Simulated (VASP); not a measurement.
Runs of VASP 6.6.1 on Cd. The structure is that of space group Fd-3m (No. 227), or close to it. The cells are those of the table. 

| task | cell | k mesh | cutoff (eV) | gap on the mesh (eV) | pressure (GPa) |
| --- | --- | --- | --- | --- | --- |
| single point | a = 4.724 Å, angles 60.0°, 2 atoms | 13 × 13 × 13 | 520 | none | 0.2 |
| single point | a = 4.660 Å, angles 60.0°, 2 atoms | 13 × 13 × 13 | 520 | none | 1.0 |
| single point | a = 4.527 Å, angles 60.0°, 2 atoms | 13 × 13 × 13 | 520 | none | 3.1 |
| single point | a = 4.847 Å, angles 60.0°, 2 atoms | 13 × 13 × 13 | 520 | none | -0.7 |
| single point | a = 4.906 Å, angles 60.0°, 2 atoms | 13 × 13 × 13 | 520 | none | (b) |
| single point | a = 4.724 Å, angles 60.0°, 2 atoms | 9 × 9 × 9 | 520 | none | 0.2 |
| single point | a = 4.786 Å, angles 60.0°, 2 atoms | 13 × 13 × 13 | 520 | none | -0.3 |
| relaxation of cell and atoms | relaxed from a = 4.352 Å, angles 60.0°, 2 atoms | 9 × 9 × 9 | 600 | none | 0.0 |
| single point | a = 4.594 Å, angles 60.0°, 2 atoms | 13 × 13 × 13 | 520 | none | (a) |

Alike in all rows: level PBE; potentials or basis VASP PAW PBE potentials, release 64 (Cd); no spin polarisation; smearing fermi-dirac 0.1 eV.

Estimate the missing entries.

(a) 1.9; (b) -1.0.

A k mesh can miss the band edges, and the runs leave out spin-orbit coupling on Cd.

A gap of «none» marks levels without a gap at the run's occupations.
